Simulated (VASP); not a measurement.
A run of VASP 6.6.1 is set up as follows.

File POSCAR:

```
TiC
1.0
    0.0000000000      2.1593000000      2.1593000000
    2.1593000000      0.0000000000      2.1593000000
    2.1593000000      2.1593000000      0.0000000000
Ti C
1 1
Direct
    0.0000000000      0.0000000000      0.0000000000
    0.5000000000      0.5000000000      0.5000000000
```

The input INCAR.step1:

```
ALGO = Normal
EDIFF = 1E-4
ENCUT = 520
GGA = PE
ISMEAR = 0
LASPH = T
LCHARG = F
LREAL = F
LWAVE = T
NBANDS = 15
NELM = 60
PREC = Accurate
SIGMA = 0.1
```

The input INCAR.step2:

```
ALGO = Normal
EDIFF = 1E-6
ENCUT = 520
ISIF = 2
ISMEAR = 0
ISTART = 1
LASPH = T
LCHARG = F
LMIXTAU = T
LREAL = F
LWAVE = F
METAGGA = R2SCAN
NBANDS = 15
NELM = 60
PREC = Accurate
SIGMA = 0.1
```

The input KPOINTS:

```
k-points
0
Gamma
  16 16 16
```

Potentials or basis: VASP PAW PBE potentials, release 64 (Ti_sv, C).

Run with:

```sh
$ cat potpaw_PBE.64/Ti_sv/POTCAR potpaw_PBE.64/C/POTCAR > POTCAR
$ cp INCAR.step1 INCAR
$ mpirun -np 1 vasp_std > vasp.out
$ cp INCAR.step2 INCAR
$ mpirun -np 1 vasp_std > vasp.out
```

Problem. Predict the band gap on the k mesh.

Solution. Zero (band 8 reaches 10.46 eV, above the bottom of band 9 at 9.14 eV).

Problem. Estimate the pressure.

Solution. 2.7 GPa.

Caveat: the PAW data sets were made with another functional, which shifts forces and pressure a little.
